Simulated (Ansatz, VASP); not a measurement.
# C: VASP and Ansatz over several settings

```
C
1.0
     2.57157    0.00000    0.00000
    -1.28578    2.22704    0.00000
     0.00000    0.00000    8.39865
C
8
Direct
  0.66667 0.33333 0.84375
  0.33333 0.66667 0.34375
  0.66667 0.33333 0.65625
  0.33333 0.66667 0.15625
  0.00000 0.00000 0.90625
  0.00000 0.00000 0.40625
  0.00000 0.00000 0.59375
  0.00000 0.00000 0.09375
```

Single points on this cell with VASP 6.6.1 and Ansatz 0.2.0. Each row is one pair of runs. Alike in all rows: spin: off; k mesh: 12 × 12 × 4; smearing: fermi-dirac, width 0.05 eV; VASP's potentials, cutoff: VASP PAW PBE potentials, release 64 (C), 520 eV.

| level | Ansatz's potentials, cutoff | gap on the k mesh at the Fermi level (eV), VASP | gap on the k mesh at the Fermi level (eV), Ansatz | least direct gap on the mesh (eV), VASP | least direct gap on the mesh (eV), Ansatz | rms of the force components (eV/Å), VASP | rms of the force components (eV/Å), Ansatz |
| --- | --- | --- | --- | --- | --- | --- | --- |
| revPBE+D3(BJ) | Ansatz PAW, 420 eV | 4.27 | 4.28 | 5.06 | 5.07 | 0.168 | 0.167 |
| RPBE+D3(BJ) | Ansatz PAW, 420 eV | 4.28 | 4.29 | 5.06 | 5.07 | 0.170 | 0.169 |
| r2SCAN+D4 | Ansatz PAW, 500 eV | ? | 4.49 | ? | 5.32 | ? | 0.180 |

Problem. Fill in what VASP gave in row 3.

Solution. gap on the k mesh at the Fermi level (eV): 4.47; least direct gap on the mesh (eV): 5.28; rms of the force components (eV/Å): 0.180.
